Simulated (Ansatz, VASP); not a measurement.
One calculation of SrTi, two programs

File INCAR:

```
PREC     = Accurate       # precision mode
ENCUT    = 600            # plane-wave cutoff, eV
EDIFF    = 1E-6           # SCF threshold, eV
ISMEAR   = 0              # smearing method
SIGMA    = 0.1            # smearing width, eV
LREAL    = False          # projectors in reciprocal space
LASPH    = True           # aspherical terms in the spheres
NELM     = 100            # most SCF steps
ALGO     = Fast           # electronic algorithm
ISIF     = 3              # what is computed and relaxed
LWAVE    = False          # write WAVECAR
LCHARG   = False          # write CHGCAR
GGA      = PE             # functional
IBRION   = 2              # ionic algorithm
NSW      = 100            # ionic steps
EDIFFG   = -0.01          # ionic threshold
```

Contents of KPOINTS:

```
regular mesh
0
Gamma
  14 14 14
```

POSCAR

```
SrTi
1.0
    3.9166668728      0.0000000000      0.0000000000
    0.0000000000      3.9166668728      0.0000000000
    0.0000000000      0.0000000000      3.9166668728
Sr Ti
1 1
Direct
    0.0000000000      0.0000000000      0.0000000000
    0.5000000000      0.5000000000      0.5000000000
```

Input for Ansatz:

```yaml
crystal:
  lattice:
    - [3.9166668728, 0.0, 0.0]
    - [0.0, 3.9166668728, 0.0]
    - [0.0, 0.0, 3.9166668728]
  atoms:
    - { symbol: Sr, position: [0.0, 0.0, 0.0] }
    - { symbol: Ti, position: [0.5, 0.5, 0.5] }
basis:
  ecutwfc: 420
kpoints:
  mp_grid: { grid: [14, 14, 14] }
hamiltonian:
  xc: pbe
scf:
  occupations: { method: gaussian, width: 0.1 }
output:
  forces: true
  stress: true
  eigenvalues: true
relax:
  adjacent_minimum: "off"
  f_tol: 0.01
  max_steps: 80
  cell: { stress_tol: 0.05 }
```

Alike in both runs: task relaxation of cell and atoms; functional PBE; k mesh 14 × 14 × 14; occupations gaussian, width 0.1 eV; no spin polarisation.

|  | VASP | Ansatz |
| --- | --- | --- |
| version | VASP 6.6.1 | Ansatz 0.2.0 |
| potentials or method | VASP PAW PBE potentials, release 64 (Sr_sv, Ti_sv), cutoff 600 eV | scalar-relativistic, plane waves, PAW |
| valence electrons in the cell | 22 | 22 |

Ansatz gave:

| Property | Result |
| --- | --- |
| gap on the k mesh at the Fermi level, each at its own relaxed structure (eV) | none |
| relaxed volume (Å³/atom) | 30.13 |
| relaxed cell length with the largest relative difference (Å) | 3.921 |

Problem. Which values does VASP return?

Solution. gap on the k mesh at the Fermi level, each at its own relaxed structure (eV): none; relaxed volume (Å³/atom): 30.21; relaxed cell length with the largest relative difference (Å): 3.924.

A gap of «none» marks a metal or a gap that the smearing closes.
